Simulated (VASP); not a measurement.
# TiB2 (Fd-3m) in VASP: a series of runs

The runs below take TiB2 through single point, relaxation of cell and atoms, with PBE.

Program: VASP 6.6.1. These are calculated values, not measurements. Logs are shortened: lines on timing, memory, paths and dates and some standing lists are left out, and cuts for length are marked.

## 1. The cell of the first run

Symmetry: Fd-3m, No. 227, cubic system. The conventional cell has a = 6.520 Å, b = 6.520 Å, c = 6.520 Å, α = 90.00°, β = 90.00°, γ = 90.00°. Ti (site symmetry -43m) has 4 B at 1.41 Å within 1.9 Å. B (site symmetry -3m) has 2 Ti at 1.41 Å within 1.9 Å.

## 2. Single point, PBE

INCAR

```
  PREC = Accurate
  ENCUT = 520
  EDIFF = 1E-7
  ISMEAR = 0
  SIGMA = 0.1
  LREAL = F
  LASPH = T
  NELM = 100
  ALGO = Normal
  ISIF = 2
  LWAVE = F
  LCHARG = F
  GGA = PE
  NBANDS = 27
```

KPOINTS

```
regular mesh
0
Gamma
  4 4 4
```

POSCAR

```
TiB2
1.0
    0.0000000000      3.2600973100      3.2600973100
    3.2600973100      0.0000000000      3.2600973100
    3.2600973100      3.2600973100      0.0000000000
Ti B
2 4
Direct
    0.7500000000      0.7500000000      0.7500000000
    0.5000000000      0.5000000000      0.5000000000
    0.6250000000      0.6250000000      0.6250000000
    0.6250000000      0.6250000000      0.1250000000
    0.6250000000      0.1250000000      0.6250000000
    0.1250000000      0.6250000000      0.6250000000
```

Potentials or basis: VASP PAW PBE potentials, release 64 (Ti_sv, B).

Launch:

```bash
> cat potpaw_PBE.64/Ti_sv/POTCAR potpaw_PBE.64/B/POTCAR > POTCAR
> mpirun -np 1 vasp_std > vasp.out
```

OUTCAR:

```text
PREC = Accurate
   ENCUT = 520
   EDIFF = 1E-7
   ISMEAR = 0
   LREAL = F
   LASPH = T
   NELM = 100
   ISIF = 2
   GGA = PE

 ion  position               nearest neighbor table
   1  0.750  0.750  0.750-   3 1.41   4 1.41   5 1.41   6 1.41   2 2.82   2 2.82   2 2.82   2 2.82

   2  0.500  0.500  0.500-   3 1.41   4 1.41   5 1.41   6 1.41   1 2.82   1 2.82   1 2.82   1 2.82

   3  0.625  0.625  0.625-   1 1.41   2 1.41
   4  0.625  0.625  0.125-   1 1.41   2 1.41
   5  0.625  0.125  0.625-   1 1.41   2 1.41
   6  0.125  0.625  0.625-   1 1.41   2 1.41

  LATTYP: Found a face centered cubic cell.
 ALAT       =     6.5201946200

  Lattice vectors:

 A1 = (   0.0000000000,   3.2600973100,   3.2600973100)
 A2 = (   3.2600973100,   0.0000000000,   3.2600973100)
 A3 = (   3.2600973100,   3.2600973100,   0.0000000000)

Analysis of symmetry for initial positions (statically):
=====================================================================
 Subroutine PRICEL returns:
 Original cell was already a primitive cell.

 Routine SETGRP: Setting up the symmetry group for a
 face centered cubic supercell.

 Subroutine GETGRP returns: Found 48 space group operations
 (whereof 24 operations were pure point group operations)
 out of a pool of 48 trial point group operations.

The static configuration has the point symmetry T_d .
 The point group associated with its full space group is O_h .

Analysis of symmetry for dynamics (positions and initial velocities):
=====================================================================
 Subroutine PRICEL returns:
 Original cell was already a primitive cell.

 Routine SETGRP: Setting up the symmetry group for a
 face centered cubic supercell.

 Subroutine GETGRP returns: Found 48 space group operations
 (whereof 24 operations were pure point group operations)
 out of a pool of 48 trial point group operations.

The dynamic configuration has the point symmetry T_d .
 The point group associated with its full space group is O_h .

 Subroutine INISYM returns: Found 48 space group operations
 (whereof 24 operations are pure point group operations),
 and found     1 'primitive' translations

----------------------------------------------------------------------------------------

                                     Primitive cell

  volume of cell :      69.2982

  direct lattice vectors                    reciprocal lattice vectors
     0.000000000  3.260097310  3.260097310    -0.153369655  0.153369655  0.153369655
     3.260097310  0.000000000  3.260097310     0.153369655 -0.153369655  0.153369655
     3.260097310  3.260097310  0.000000000     0.153369655  0.153369655 -0.153369655

  length of vectors
     4.610473830  4.610473830  4.610473830     0.265644035  0.265644035  0.265644035

  position of ions in fractional coordinates (direct lattice)
     0.750000000  0.750000000  0.750000000
     0.500000000  0.500000000  0.500000000
     0.625000000  0.625000000  0.625000000
     0.625000000  0.625000000  0.125000000
     0.625000000  0.125000000  0.625000000
     0.125000000  0.625000000  0.625000000

  ion indices of the primitive-cell ions
   primitive index   ion index
                 1           1
                 2           2
                 3           3
                 4           4
                 5           5
                 6           6

----------------------------------------------------------------------------------------

 KPOINTS: regular mesh

Automatic generation of k-mesh.
 Grid dimensions read from file:
 generate k-points for:    4    4    4

 Generating k-lattice:

  Cartesian coordinates                     Fractional coordinates (reciprocal lattice)
    -0.038342414  0.038342414  0.038342414     0.250000000  0.000000000  0.000000000
     0.038342414 -0.038342414  0.038342414     0.000000000  0.250000000  0.000000000
     0.038342414  0.038342414 -0.038342414     0.000000000  0.000000000  0.250000000

  Length of vectors
     0.066411009  0.066411009  0.066411009

  Shift w.r.t. Gamma in fractional coordinates (k-lattice)
     0.000000000  0.000000000  0.000000000

 Subroutine IBZKPT returns following result:
 ===========================================

 Found      8 irreducible k-points:

 Following reciprocal coordinates:
            Coordinates               Weight
  0.000000  0.000000  0.000000      1.000000
  0.250000  0.000000  0.000000      8.000000
  0.500000  0.000000  0.000000      4.000000
  0.250000  0.250000  0.000000      6.000000
  0.500000  0.250000  0.000000     24.000000
 -0.250000  0.250000  0.000000     12.000000
  0.500000  0.500000  0.000000      3.000000
 -0.250000  0.500000  0.250000      6.000000
   k-points           NKPTS =      8   k-points in BZ     NKDIM =      8   number of bands    NBANDS=     27
   number of dos      NEDOS =    301   number of ions     NIONS =      6
   total plane-waves  NPLWV =  46656
   dimension x,y,z NGX =    36 NGY =   36 NGZ =   36
   dimension x,y,z NGXF=    72 NGYF=   72 NGZF=   72
   ions per type =               2   4
   NGX,Y,Z   is equivalent  to a cutoff of  12.98, 12.98, 12.98 a.u.
   NGXF,Y,Z  is equivalent  to a cutoff of  25.96, 25.96, 25.96 a.u.
 SYSTEM =  unknown system
   PREC   = accura    normal or accurate (medium, high low for compatibility)
   ISTART =      0    job   : 0-new  1-cont  2-samecut
   ICHARG =      2    charge: 1-file 2-atom 10-const
   ISPIN  =      1    spin polarized calculation?
   LNONCOLLINEAR =      F non collinear calculations
   LSORBIT =      F    spin-orbit coupling
   LASPH  =      T    aspherical Exc in radial PAW
   ENCUT  =  520.0 eV  38.22 Ry    6.18 a.u.   8.57  8.57  8.57*2*pi/ulx,y,z
   NELM   =    100;   NELMIN=  2; NELMDL= -5     # of ELM steps
   EDIFF  = 0.1E-06   stopping-criterion for ELM
   LREAL  =      F    real-space projection
   EDIFFG = 0.1E-05   stopping-criterion for IOM
   NSW    =      0    number of steps for IOM
   IBRION =     -1    ionic relax: 0-MD 1-quasi-New 2-CG
   NFREE  =      0    steps in history (QN), initial steepest desc. (CG)
   ISIF   =      2    stress and relaxation
   ISYM   =      2    0-nonsym 1-usesym 2-fastsym
   POTIM  = 0.5000    time-step for ionic-motion
   TEBEG  =    0.0;   TEEND  =   0.0 temperature during run
   PSTRESS=    0.0 pullay stress
   NELECT =      36.0000    total number of electrons
   NUPDOWN=      -1.0000    fix difference up-down
   EMIN   =  10.00;   EMAX   =-10.00  energy-range for DOS
   EFERMI =   0.00;   METHOD = LEGACY
   ISMEAR =     0;   SIGMA  =   0.10  broadening in eV -4-tet -1-fermi 0-gaus
   EFERMI_NEDOS =   21; number of points for ismear=-14 and -15
   IALGO  =     38    algorithm
   IMIX   =      4    mixing-type and parameters
     AMIX     =   0.40;   BMIX     =  1.00
     AMIX_MAG =   1.60;   BMIX_MAG =  1.00
  volume/ion in A,a.u.               =      11.55        77.94
  Fermi-wavevector in a.u.,A,eV,Ry     =   1.316038  2.486951 23.564693  1.731956
  Thomas-Fermi vector in A             =   2.446178
   LORBIT       =      0    0 simple, 1 ext, 2 COOP (PROOUT), +10 PAW based schemes
   GGA     = PE    functional components
   LHFCALC =     F    Hartree Fock is set to
   AEXX    =    0.0000 exact exchange contribution
   IVDW    =     0    specifies the selected vdW correction
   LEPSILON=     F    determine dielectric tensor
   LRPA    =     F    only Hartree local field effects (RPA)
 non-spin polarized calculation
 Gauss-broadening in eV      SIGMA  =   0.10
  energy-cutoff  :      520.00
  volume of cell :       69.30
 maximum number of plane-waves:      1892
 NGX is ok and might be reduce to    36
   NGX = 17   NGY = 17   NGZ = 17

 number of electron      35.9999995 magnetization

 Free energy of the ion-electron system (eV)
  ---------------------------------------------------
  ext. energy  EPLUGINS =         0.00000000
  ---------------------------------------------------
  free energy    TOTEN  =        12.62435322 eV

  energy without entropy =       12.64502741  energy(sigma->0) =       12.63469032

 E-fermi :   3.2561     XC(G=0):  -9.8717

 val. band max:        3.2148655991   @ k =   0.5000   0.5000   0.0000
 cond. band min:       3.2647978241   @ k =  -0.2500   0.5000   0.2500
 fundamental gap:      0.0499322251
 Fermi energy:         3.2560933458

 k-point     1 :       0.0000    0.0000    0.0000
  band No.  band energies     occupation
      1     -51.4616      2.00000
      2     -51.2967      2.00000
      3     -28.7827      2.00000
      4     -28.7827      2.00000
      5     -28.7827      2.00000
      6     -28.4261      2.00000
[... 19 lines left out ...]
     26       9.8659      0.00000
     27      10.3019      0.00000

 k-point     2 :       0.2500    0.0000    0.0000
  band No.  band energies     occupation
      1     -51.4444      2.00000
      2     -51.3141      2.00000
      3     -28.7570      2.00000
      4     -28.7570      2.00000
      5     -28.7358      2.00000
      6     -28.4797      2.00000
[... 19 lines left out ...]
     26       9.8901      0.00000
     27      12.6020      0.00000

 k-point     3 :       0.5000    0.0000    0.0000
  band No.  band energies     occupation
      1     -51.4206      2.00000
      2     -51.3382      2.00000
      3     -28.7252      2.00000
      4     -28.7252      2.00000
      5     -28.6419      2.00000
      6     -28.5803      2.00000
[... 19 lines left out ...]
     26       9.9269      0.00000
     27      11.9959      0.00000

 k-point     4 :       0.2500    0.2500    0.0000
  band No.  band energies     occupation
      1     -51.4376      2.00000
      2     -51.3210      2.00000
      3     -28.7393      2.00000
      4     -28.7393      2.00000
      5     -28.7338      2.00000
      6     -28.4812      2.00000
[... 19 lines left out ...]
     26      11.2684      0.00000
     27      12.3009      0.00000

 k-point     5 :       0.5000    0.2500    0.0000
  band No.  band energies     occupation
      1     -51.4086      2.00000
      2     -51.3503      2.00000
      3     -28.7012      2.00000
      4     -28.6976      2.00000
      5     -28.6458      2.00000
      6     -28.5741      2.00000
[... 19 lines left out ...]
     26      11.3298      0.00000
     27      12.7150      0.00000

 k-point     6 :      -0.2500    0.2500    0.0000
  band No.  band energies     occupation
      1     -51.4206      2.00000
      2     -51.3381      2.00000
      3     -28.7252      2.00000
      4     -28.7084      2.00000
      5     -28.6800      2.00000
      6     -28.5383      2.00000
[... 19 lines left out ...]
     26      11.8321      0.00000
     27      12.1398      0.00000

 k-point     7 :       0.5000    0.5000    0.0000
  band No.  band energies     occupation
      1     -51.3795      2.00000
      2     -51.3795      2.00000
      3     -28.6674      2.00000
      4     -28.6674      2.00000
      5     -28.6105      2.00000
      6     -28.6105      2.00000
[... 19 lines left out ...]
     26      10.1145      0.00000
     27      15.0698      0.00000

 k-point     8 :      -0.2500    0.5000    0.2500
  band No.  band energies     occupation
      1     -51.3794      2.00000
      2     -51.3794      2.00000
      3     -28.6682      2.00000
      4     -28.6682      2.00000
      5     -28.6086      2.00000
      6     -28.6086      2.00000
[... 19 lines left out ...]
     26      11.2562      0.00000
     27      13.8424      0.00000

------------------------ aborting loop because EDIFF is reached ----------------------------------------

  FORCE on cell =-STRESS in cart. coord.  units (eV):
  Direction    XX          YY          ZZ          XY          YZ          ZX
  --------------------------------------------------------------------------------------
  -------------------------------------------------------------------------------------
  Total       70.2559224     70.2559224     70.2559224     -0.0000000      0.0000000     -0.0000000
  in kB     1624.3209152   1624.3209152   1624.3209152     -0.0000000      0.0000000     -0.0000000
  external PRESSURE =    1624.3209152 kB  Pullay stress =       0.0000000 kB

 VOLUME and BASIS-vectors are now :
 -----------------------------------------------------------------------------
  energy-cutoff  :      520.00
  volume of cell :       69.30
      direct lattice vectors                 reciprocal lattice vectors
     0.000000000  3.260097310  3.260097310    -0.153369655  0.153369655  0.153369655
     3.260097310  0.000000000  3.260097310     0.153369655 -0.153369655  0.153369655
     3.260097310  3.260097310  0.000000000     0.153369655  0.153369655 -0.153369655

 POSITION                                       TOTAL-FORCE (eV/Angst)
 -----------------------------------------------------------------------------------
      4.89015      4.89015      4.89015         0.000000      0.000000      0.000000
      3.26010      3.26010      3.26010        -0.000000     -0.000000     -0.000000
      4.07512      4.07512      4.07512        -0.000000      0.000000      0.000000
      2.44507      2.44507      4.07512        -0.000000      0.000000      0.000000
      2.44507      4.07512      2.44507        -0.000000      0.000000      0.000000
      4.07512      2.44507      2.44507        -0.000000      0.000000      0.000000
 -----------------------------------------------------------------------------------
    total drift:                                0.000000      0.000000      0.000000

  FREE ENERGIE OF THE ION-ELECTRON SYSTEM (eV)
  ---------------------------------------------------
  free  energy   TOTEN  =        12.6243532225 eV

  energy  without entropy=       12.6450274133  energy(sigma->0) =       12.63469032
```

Run time: 22 s. Hardware: 1 thread of Intel Xeon 6975P-C, shared host; peak memory 0.2 GiB.

Results:

```yaml
Free_energy: 12.6244 eV
Pressure: 162.4 GPa
Band_gap_on_the_k_mesh: zero (band 18 reaches 6.25 eV, above the bottom of band 19 at 2.73 eV)
```

Levels at points of the mesh, in eV from the Fermi level:
| k point | band 16 | band 17 | band 18 | band 19 | band 20 | band 21 |
| --- | --- | --- | --- | --- | --- | --- |
| (0.00, 0.00, 0.00) | -1.48 | -1.48 | 3.00 | 3.00 | 4.99 | 4.99 |
| (0.50, 0.00, 0.00) | -1.09 | -1.09 | -0.53 | -0.53 | 0.45 | 4.87 |
| (0.50, 0.50, 0.00) | -2.10 | -0.77 | -0.77 | -0.04 | -0.04 | 1.85 |

Caveat: the k points lie up to 0.42 Å⁻¹ apart.

## 3. Relaxation of cell and atoms, PBE

INCAR

```
SYSTEM = TiB2
PREC = Accurate
ENCUT = 600
EDIFF = 1E-6
ISMEAR = 0
SIGMA = 0.1
LREAL = .FALSE.
LASPH = .TRUE.
NELM = 80
ALGO = Normal
ISIF = 3
LWAVE = .FALSE.
LCHARG = .FALSE.
GGA = PE
IBRION = 2
NSW = 90
EDIFFG = -0.04
```

KPOINTS

```
regular mesh
0
G
  4 4 4
  0 0 0
```

POSCAR is that of step 2.

Potentials or basis: VASP PAW PBE potentials, release 64 (Ti_sv, B).

Launch:

```bash
> cat potpaw_PBE.64/Ti_sv/POTCAR potpaw_PBE.64/B/POTCAR > POTCAR
> mpirun -np 1 vasp_std > vasp.out
```

Run time: 1.9 min. Hardware: 1 thread of Intel Xeon 6975P-C, shared host; peak memory 0.24 GiB.

The run converged. Its results:

```yaml
Free_energy: -25.3678 eV
Relaxed_volume: 41.26 Å³/atom
Relaxed_cell: a = 7.048 Å, b = 7.048 Å, c = 7.048 Å, α = 60.00°, β = 60.00°, γ = 60.00°
Space_group_after_relaxing_to_0.05_Å: Fd-3m (No. 227)
Energy_gained_by_relaxing: 6330.2 meV/atom
Ionic_steps: 4
Pressure_after_relaxing: 0.0 GPa
Band_gap_on_the_k_mesh: zero (filled and empty bands touch)
```

Step by step:
```tsv
step	energy change (eV)	largest force (eV/Å)	pressure (GPa)	volume (Å³)
1	0.0000	0.0000	162.32	69.30
2	-37.8663	0.0000	-1.99	265.37
3	-37.6026	0.0000	4.33	217.82
4	-37.9809	0.0000	0.00	247.58
```

Final structure:
```yaml
crystal:
  lattice:
    - [0.00000, 4.98378, 4.98378]
    - [4.98378, 0.00000, 4.98378]
    - [4.98378, 4.98378, 0.00000]
  atoms:
    - { symbol: Ti, position: [0.75000, 0.75000, 0.75000] }
    - { symbol: Ti, position: [0.50000, 0.50000, 0.50000] }
    - { symbol: B, position: [0.62500, 0.62500, 0.62500] }
    - { symbol: B, position: [0.62500, 0.62500, 0.12500] }
    - { symbol: B, position: [0.62500, 0.12500, 0.62500] }
    - { symbol: B, position: [0.12500, 0.62500, 0.62500] }
```

Levels at points of the mesh, in eV from the Fermi level:
```csv
k point,band 15,band 16,band 17,band 18,band 19,band 20,band 21,band 22
"(0.00, 0.00, 0.00)",-0.41,-0.20,-0.20,-0.20,0.39,0.39,0.39,2.19
"(0.50, 0.00, 0.00)",-0.35,-0.25,-0.10,0.00,0.00,0.41,0.41,1.35
"(0.50, 0.50, 0.00)",-0.26,-0.26,-0.06,-0.06,0.35,0.35,0.46,0.46
```

Caveat: the k points lie up to 0.27 Å⁻¹ apart in the final cell; the volume moved by over 15 % at a fixed basis, so the end points are rough.

(Continued in part 2 of 2.)
